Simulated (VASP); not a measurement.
Write the native input for VASP 6.6.1 that does the following.

| Item | Value |
| --- | --- |
| Task | single point |
| Functional | PBE |
| Potentials or basis | VASP PAW PBE potentials, release 64 (Se) |
| Cutoff | 520 eV |
| k mesh | 6 × 6 × 6 |
| Occupations | gaussian, width 0.1 eV |
| Spin | no spin polarisation |
| Dipole correction | no |
| Further INCAR settings | ALGO = Normal; EDIFF = 1e-06; NBANDS = 23 |

The structure of Se lies in POSCAR:

```
Se
1.0
    3.8775386000      2.2386979500      2.2987627200
   -3.8775386000      2.2386979500      2.2987627200
    0.0000000000     -4.4773959100      2.2987627200
Se
5
Direct
    0.3295443800      0.3295443800      0.3295443800
    0.6704556200      0.6704556200      0.6704556200
    0.6121795600      0.3878204400      0.0000000000
    0.0000000000      0.6121795600      0.3878204400
    0.3878204400      0.0000000000      0.6121795600
```

These files were run (other wordings do the same):

INCAR

```
PREC     = Accurate       # precision mode
ENCUT    = 520            # plane-wave cutoff, eV
EDIFF    = 1E-6           # SCF threshold, eV
ISMEAR   = 0              # smearing method
SIGMA    = 0.1            # smearing width, eV
LREAL    = F              # projectors in reciprocal space
LASPH    = T              # aspherical terms in the spheres
NELM     = 100            # most SCF steps
ALGO     = Normal         # electronic algorithm
ISIF     = 2              # what is computed and relaxed
LWAVE    = F              # write WAVECAR
LCHARG   = F              # write CHGCAR
GGA      = PE             # functional
NBANDS   = 23             # bands
```

KPOINTS

```
regular mesh
0
Gamma
  6 6 6
```

Potentials or basis: VASP PAW PBE potentials, release 64 (Se).

Run with:

```bash
$ cat potpaw_PBE.64/Se/POTCAR > POTCAR
$ mpirun -np 1 vasp_std > vasp.out
```

It gave:

```
Pressure               : 28.5 GPa
Largest force          : 3.357 eV/Å
Band gap on the k mesh : zero (band 15 reaches 5.31 eV, above the bottom of band 16 at 4.35 eV)
```

Caveat: forces of over 1 eV/Å act on the atoms, so gaps and moduli don't describe the material at rest.

It took 56 s on 1 thread of Intel(R) Xeon(R) Platinum 8488C (Sapphire Rapids) (shared host), peak memory 0.26 GiB.
